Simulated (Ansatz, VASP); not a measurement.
One calculation of HRh6, two programs

```
Rh H
1.0
     5.41634    0.00000    0.00000
     0.00000    5.41634    0.00000
     0.00000    0.00000   21.67374
Rh H
12 2
Direct
  0.25000 0.25000 0.18456
  0.25000 0.75000 0.18456
  0.75000 0.25000 0.18456
  0.75000 0.75000 0.18456
  0.00000 0.00000 0.26938
  0.00000 0.50000 0.26938
  0.50000 0.00000 0.26938
  0.50000 0.50000 0.26938
  0.25000 0.25000 0.35406
  0.25000 0.75000 0.35406
  0.75000 0.25000 0.35406
  0.75000 0.75000 0.35406
  0.39098 0.50000 0.49247
  0.60902 0.50000 0.49247
```

Alike in both runs: task single point; functional PBE; k mesh 5 × 5 × 1; occupations gaussian, width 0.1 eV; no spin polarisation.

```csv
,VASP,Ansatz
version,VASP 6.6.1,Ansatz 0.2.0
potentials or method,"VASP PAW PBE potentials, release 64 (Rh_pv, H), cutoff 520 eV","scalar-relativistic, plane waves, PAW"
valence electrons in the cell,182,206
```

```tsv
	VASP	Ansatz	Ansatz less VASP
gap on the k mesh at the Fermi level (eV)	none	none	-
rms of the force components (eV/Å)	0.978	0.978	-0.0001
```

Atom by atom the forces differ by 0.001 eV/Å (rms over components). A gap of «none» marks a metal or a gap that the smearing closes. VASP's potentials hold 182 valence electrons a cell and Ansatz's 206, so a difference there can come from the potentials and not from the codes.
